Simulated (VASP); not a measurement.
# LaTe4 (Im-3m) in VASP: notebook, part 2 of 2

VASP 6.6.1.

**4. Single point, PBE**

This run uses another cell than the first one, of 39.00 Å³/atom, 1.080 times its volume.

File INCAR:

```
PREC     = Accurate       # precision mode
ENCUT    = 520            # plane-wave cutoff, eV
EDIFF    = 1E-7           # SCF threshold, eV
ISMEAR   = 0              # smearing method
SIGMA    = 0.1            # smearing width, eV
LREAL    = F              # projectors in reciprocal space
LASPH    = T              # aspherical terms in the spheres
NELM     = 80             # most SCF steps
ALGO     = Normal         # electronic algorithm
ISIF     = 2              # what is computed and relaxed
LWAVE    = F              # write WAVECAR
LCHARG   = F              # write CHGCAR
GGA      = PE             # functional
NBANDS   = 26             # bands
```

File KPOINTS:

```
regular mesh
0
Gamma
  8 8 8
```

File POSCAR:

```
LaTe4
1.0
   -3.6529370807      3.6529370807      3.6529370807
    3.6529370807     -3.6529370807      3.6529370807
    3.6529370807      3.6529370807     -3.6529370807
La Te
1 4
Direct
    0.0000000000      0.0000000000      0.0000000000
    0.5000000000      0.5000000000      0.5000000000
    0.0000000000      0.0000000000      0.5000000000
    0.0000000000      0.5000000000      0.0000000000
    0.5000000000      0.0000000000      0.0000000000
```

Potentials or basis: VASP PAW PBE potentials, release 64 (La, Te).

Run with:

```bash
$ cat potpaw_PBE.64/La/POTCAR potpaw_PBE.64/Te/POTCAR > POTCAR
$ mpirun -np 1 vasp_std > vasp.out
```

OUTCAR:

```text
PREC = Accurate
   ENCUT = 520
   EDIFF = 1E-7
   ISMEAR = 0
   LREAL = F
   LASPH = T
   NELM = 80
   ISIF = 2
   GGA = PE

 ion  position               nearest neighbor table
   1  0.000  0.000  0.000-   2 3.16   3 3.16   4 3.16   5 3.16   3 3.16   4 3.16   5 3.16   2 3.16

   2  0.500  0.500  0.500-   1 3.16   1 3.16   4 3.65   5 3.65   5 3.65   4 3.65   3 3.65   3 3.65

   3  0.000  0.000  0.500-   1 3.16   1 3.16   4 3.65   5 3.65   2 3.65   4 3.65   5 3.65   2 3.65
[... 903 lines left out ...]
  --------------------------------------------------------------------------------------
  -------------------------------------------------------------------------------------
  Total       -0.0494200     -0.0494200     -0.0494200     -0.0000000     -0.0000000     -0.0000000
  in kB       -0.4060942     -0.4060942     -0.4060942     -0.0000000     -0.0000000     -0.0000000
  external PRESSURE =      -0.4060942 kB  Pullay stress =       0.0000000 kB

 VOLUME and BASIS-vectors are now :
 -----------------------------------------------------------------------------
  energy-cutoff  :      520.00
  volume of cell :      194.98
      direct lattice vectors                 reciprocal lattice vectors
    -3.652937081  3.652937081  3.652937081     0.000000000  0.136876160  0.136876160
     3.652937081 -3.652937081  3.652937081     0.136876160  0.000000000  0.136876160
     3.652937081  3.652937081 -3.652937081     0.136876160  0.136876160  0.000000000

 POSITION                                       TOTAL-FORCE (eV/Angst)
 -----------------------------------------------------------------------------------
      0.00000      0.00000      0.00000         0.000000      0.000000      0.000000
      1.82647      1.82647      1.82647         0.000000     -0.000000      0.000000
      1.82647      1.82647     -1.82647        -0.000000      0.000000     -0.000000
      1.82647     -1.82647      1.82647         0.000000      0.000000     -0.000000
     -1.82647      1.82647      1.82647        -0.000000     -0.000000      0.000000
 -----------------------------------------------------------------------------------
    total drift:                                0.000000      0.000000     -0.000000

  FREE ENERGIE OF THE ION-ELECTRON SYSTEM (eV)
  ---------------------------------------------------
  free  energy   TOTEN  =       -19.5922302596 eV

  energy  without entropy=      -19.5627726287  energy(sigma->0) =      -19.57750144
```

stdout:

```text
POSCAR found type information on POSCAR LaTe
 POSCAR found :  2 types and       5 ions
 scaLAPACK will be used
 LDA part: xc-table for (Slater+PW92), standard interpolation
 POSCAR, INCAR and KPOINTS ok, starting setup
 FFT: planning ... GRIDC
 FFT: planning ... GRID_SOFT
 FFT: planning ... GRID
 WAVECAR not read
 entering main loop
```

Wall time 5.4 min (1 thread of Oxide Virtual Turin-like, shared host); peak memory 0.38 GiB.

Results:

```
Free energy : -19.5922 eV
Pressure    : 0.0 GPa
```

Levels at points of the mesh, in eV from the Fermi level:
| k point | band 13 | band 14 | band 15 | band 16 | band 17 | band 18 | band 19 | band 20 | band 21 | band 22 |
| --- | --- | --- | --- | --- | --- | --- | --- | --- | --- | --- |
| (0.00, 0.00, 0.00) | -2.60 | -2.60 | 0.26 | 0.26 | 0.26 | 0.27 | 1.15 | 1.15 | 1.80 | 1.80 |
| (0.50, 0.00, 0.00) | -1.99 | -1.81 | -1.56 | -1.10 | -0.94 | -0.89 | 0.73 | 0.75 | 2.61 | 2.63 |
| (0.50, 0.50, 0.50) | -3.18 | -3.18 | 0.15 | 0.15 | 0.15 | 1.17 | 1.17 | 1.17 | 2.60 | 2.60 |

Caveat: spin-orbit coupling is left out, which moves the levels of the heavy elements.

**5. Relaxation of cell and atoms, PBE**

File INCAR:

```
ALGO     = Normal         # electronic algorithm
EDIFF    = 1E-7           # SCF threshold, eV
EDIFFG   = -0.04          # ionic threshold
ENCUT    = 600            # plane-wave cutoff, eV
GGA      = PE             # functional
IBRION   = 2              # ionic algorithm
ISIF     = 3              # what is computed and relaxed
ISMEAR   = 0              # smearing method
LASPH    = T              # aspherical terms in the spheres
LCHARG   = F              # write CHGCAR
LREAL    = F              # projectors in reciprocal space
LWAVE    = F              # write WAVECAR
NELM     = 80             # most SCF steps
NSW      = 90             # ionic steps
PREC     = Accurate       # precision mode
SIGMA    = 0.1            # smearing width, eV
```

File KPOINTS:

```
k-points
0
Gamma
  4 4 4
```

POSCAR: that of step 4 with these lines changed.

```diff
@@ -2,5 +2,5 @@
 1.0
-   -3.6529370807      3.6529370807      3.6529370807
-    3.6529370807     -3.6529370807      3.6529370807
-    3.6529370807      3.6529370807     -3.6529370807
+   -3.5609632900      3.5609632900      3.5609632900
+    3.5609632900     -3.5609632900      3.5609632900
+    3.5609632900      3.5609632900     -3.5609632900
 La Te
```

Potentials or basis: VASP PAW PBE potentials, release 64 (La, Te).

Run with:

```bash
$ cat potpaw_PBE.64/La/POTCAR potpaw_PBE.64/Te/POTCAR > POTCAR
$ mpirun -np 1 vasp_std > vasp.out
```

OUTCAR:

```text
EDIFF = 1E-7
   EDIFFG = -0.04
   ENCUT = 600
   GGA = PE
   IBRION = 2
   ISIF = 3
   ISMEAR = 0
   LASPH = T
   LREAL = F
   NELM = 80
   NSW = 90
   PREC = Accurate

 ion  position               nearest neighbor table
   1  0.000  0.000  0.000-   2 3.08   3 3.08   4 3.08   5 3.08   3 3.08   4 3.08   5 3.08   2 3.08

   2  0.500  0.500  0.500-   1 3.08   1 3.08   4 3.56   5 3.56   5 3.56   4 3.56   3 3.56   3 3.56

   3  0.000  0.000  0.500-   1 3.08   1 3.08   4 3.56   5 3.56   2 3.56   4 3.56   5 3.56   2 3.56

   4  0.000  0.500  0.000-   1 3.08   1 3.08   3 3.56   5 3.56   2 3.56   3 3.56   2 3.56   5 3.56

   5  0.500  0.000  0.000-   1 3.08   1 3.08   3 3.56   4 3.56   2 3.56   2 3.56   3 3.56   4 3.56

  LATTYP: Found a body centered cubic cell.
 ALAT       =     7.1219265800

  Lattice vectors:

 A1 = (  -3.5609632900,   3.5609632900,   3.5609632900)
 A2 = (   3.5609632900,  -3.5609632900,   3.5609632900)
 A3 = (   3.5609632900,   3.5609632900,  -3.5609632900)

Analysis of symmetry for initial positions (statically):
[... 209 lines left out ...]
 fundamental gap:      0.0388416763
 Fermi energy:         4.2201408711

 k-point     1 :       0.0000    0.0000    0.0000
  band No.  band energies     occupation
      1     -27.9413      2.00000
      2     -11.8370      2.00000
      3     -11.8370      2.00000
      4     -11.8370      2.00000
      5      -7.1696      2.00000
      6      -5.8209      2.00000
[... 219 lines left out ...]
--------------------------------------- Ionic step        3  -------------------------------------------

 number of electron      34.9999997 magnetization

 Free energy of the ion-electron system (eV)
  ---------------------------------------------------
  ext. energy  EPLUGINS =         0.00000000
  ---------------------------------------------------
  free energy    TOTEN  =       -19.58263027 eV

  energy without entropy =      -19.54920289  energy(sigma->0) =      -19.56591658

 E-fermi :   4.5147     XC(G=0):  -8.5153

 val. band max:        4.4944497067   @ k =   0.2500   0.2500   0.0000
 cond. band min:       4.5349616318   @ k =   0.5000   0.5000   0.2500
 fundamental gap:      0.0405119251
 Fermi energy:         4.5146884320

 k-point     1 :       0.0000    0.0000    0.0000
  band No.  band energies     occupation
      1     -27.5647      2.00000
      2     -11.5025      2.00000
      3     -11.5025      2.00000
      4     -11.5025      2.00000
      5      -7.0028      2.00000
      6      -5.5773      2.00000
[... 213 lines left out ...]
  FREE ENERGIE OF THE ION-ELECTRON SYSTEM (eV)
  ---------------------------------------------------
  free  energy   TOTEN  =       -19.5826302657 eV

  energy  without entropy=      -19.5492028897  energy(sigma->0) =      -19.56591658

 reached required accuracy - stopping structural energy minimisation
```

CONTCAR:

```text
LaTe4
   1.00000000000000
    -3.6504518280430842    3.6504518280430838    3.6504518280430842
     3.6504518280430842   -3.6504518280430838    3.6504518280430842
     3.6504518280430842    3.6504518280430838   -3.6504518280430842
  La              Te
     1     4
Direct
     0.0000000000000000    0.0000000000000000    0.0000000000000000
     0.5000000000000000    0.5000000000000000    0.5000000000000000
     0.0000000000000000    0.0000000000000000    0.5000000000000000
     0.0000000000000000    0.5000000000000000    0.0000000000000000
     0.5000000000000000    0.0000000000000000    0.0000000000000000

  0.00000000E+00  0.00000000E+00  0.00000000E+00
  0.00000000E+00  0.00000000E+00  0.00000000E+00
  0.00000000E+00  0.00000000E+00  0.00000000E+00
  0.00000000E+00  0.00000000E+00  0.00000000E+00
  0.00000000E+00  0.00000000E+00  0.00000000E+00
```

It took 5.9 min on 1 thread of Oxide Virtual Turin-like, shared host; peak memory 0.36 GiB.

What came out:

```
Free energy                            : -19.5826 eV
Relaxed volume                         : 38.92 Å³/atom
Relaxed cell                           : a = 6.323 Å, b = 6.323 Å, c = 6.323 Å, α = 109.47°, β = 109.47°, γ = 109.47°
Space group after relaxing (to 0.05 Å) : Im-3m (No. 229)
Energy gained by relaxing              : 26.3 meV/atom
Ionic steps                            : 3
Pressure after relaxing                : 0.0 GPa
```

The path:
```csv
step,energy change (eV),largest force (eV/Å),pressure (GPa),volume (Å³)
1,0.0000,0.0000,3.22,180.62
2,-0.1136,0.0000,-0.98,200.27
3,-0.1314,0.0000,0.01,194.58
```

Final structure:
```cif
data_structure
_symmetry_space_group_name_H-M 'P 1'
_symmetry_Int_Tables_number 1
_cell_length_a 6.3228
_cell_length_b 6.3228
_cell_length_c 6.3228
_cell_angle_alpha 109.471
_cell_angle_beta 109.471
_cell_angle_gamma 109.471
_cell_volume 194.58
loop_
_atom_site_label
_atom_site_type_symbol
_atom_site_fract_x
_atom_site_fract_y
_atom_site_fract_z
_atom_site_occupancy
La1 La 0.00000 0.00000 0.00000 1
Te1 Te 0.50000 0.50000 0.50000 1
Te2 Te 0.00000 0.00000 0.50000 1
Te3 Te 0.00000 0.50000 0.00000 1
Te4 Te 0.50000 0.00000 0.00000 1
```

Caveat: spin-orbit coupling is left out, which moves the levels of the heavy elements.

**6. Relaxation of cell and atoms, PBE**

This run uses another cell than the first one, of 39.11 Å³/atom, 1.083 times its volume.

File INCAR:

```
ALGO = Normal ; EDIFF = 1E-6
EDIFFG = -0.01 ; ENCUT = 600
GGA = PE ; IBRION = 2
ISIF = 3 ; ISMEAR = 0
LASPH = True ; LCHARG = False
LREAL = False ; LWAVE = False
NELM = 80 ; NSW = 100
PREC = Accurate ; SIGMA = 0.1
```

File KPOINTS:

```
k-points
0
Gamma
  8 8 8
```

POSCAR: that of step 5 with these lines changed.

```diff
@@ -2,5 +2,5 @@
 1.0
-   -3.5609632900      3.5609632900      3.5609632900
-    3.5609632900     -3.5609632900      3.5609632900
-    3.5609632900      3.5609632900     -3.5609632900
+   -3.6565748460      3.6565748460      3.6565748460
+    3.6565748460     -3.6565748460      3.6565748460
+    3.6565748460      3.6565748460     -3.6565748460
 La Te
```

Potentials or basis: VASP PAW PBE potentials, release 64 (La, Te).

Run with:

```bash
$ cat potpaw_PBE.64/La/POTCAR potpaw_PBE.64/Te/POTCAR > POTCAR
$ mpirun -np 1 vasp_std > vasp.out
```

Run time: 9.8 min. Hardware: 1 thread of Oxide Virtual Turin-like, shared host; peak memory 0.47 GiB.

Results (log left out):

```
Free energy                            : -19.5928 eV
Relaxed volume                         : 38.91 Å³/atom
Relaxed cell                           : a = 6.323 Å, b = 6.323 Å, c = 6.323 Å, α = 109.47°, β = 109.47°, γ = 109.47°
Space group after relaxing (to 0.05 Å) : Im-3m (No. 229)
Energy gained by relaxing              : 0.1 meV/atom
Ionic steps                            : 2
Pressure after relaxing                : 0.0 GPa
```

Step by step:
| step | energy change (eV) | largest force (eV/Å) | pressure (GPa) | volume (Å³) |
| --- | --- | --- | --- | --- |
| 1 | 0.0000 | 0.0000 | -0.15 | 195.56 |
| 2 | -0.0004 | 0.0000 | 0.04 | 194.56 |

Final structure:
```
La Te
1.0
    -3.65032    3.65032    3.65032
     3.65032   -3.65032    3.65032
     3.65032    3.65032   -3.65032
La Te
1 4
Cartesian
  3.6503 3.6503 3.6503
  1.8252 1.8252 1.8252
  5.4755 -1.8252 1.8252
  -1.8252 1.8252 5.4755
  -1.8252 1.8252 1.8252
```

Levels at points of the mesh, in eV from the Fermi level:
```tsv
k point	band 14	band 15	band 16	band 17	band 18	band 19	band 20	band 21
(0.00, 0.00, 0.00)	-2.60	0.26	0.26	0.26	0.27	1.14	1.14	1.81
(0.50, 0.00, 0.00)	-1.81	-1.56	-1.10	-0.95	-0.90	0.73	0.76	2.62
(0.50, 0.50, 0.50)	-3.19	0.15	0.15	0.15	1.17	1.17	1.17	2.60
```

Caveat: spin-orbit coupling is left out, which moves the levels of the heavy elements.

**7. Summary**

| task | cell | k mesh | cutoff (eV) | gap on the mesh (eV) | pressure (GPa) | relaxed volume (Å³/atom) |
| --- | --- | --- | --- | --- | --- | --- |
| single point | a = 6.168 Å, angles 109.5°, 5 atoms | 4 × 4 × 4 | 520 | none | 3.2 | - |
| single point | a = 6.333 Å, angles 109.5°, 5 atoms | 4 × 4 × 4 | 520 | none | -0.2 | - |
| single point | a = 6.327 Å, angles 109.5°, 5 atoms | 8 × 8 × 8 | 520 | none | 0.0 | - |
| relaxation of cell and atoms | relaxed from a = 6.168 Å, angles 109.5°, 5 atoms | 4 × 4 × 4 | 600 | none | 0.0 | 38.92 |
| relaxation of cell and atoms | relaxed from a = 6.333 Å, angles 109.5°, 5 atoms | 8 × 8 × 8 | 600 | none | 0.0 | 38.91 |

Alike in all rows: level PBE; potentials or basis VASP PAW PBE potentials, release 64 (La, Te); no spin polarisation; smearing gaussian 0.1 eV.

Caveats: spin-orbit coupling is left out, which moves the levels of the heavy elements.

Absolute energies hang on the potentials; compare differences alone.
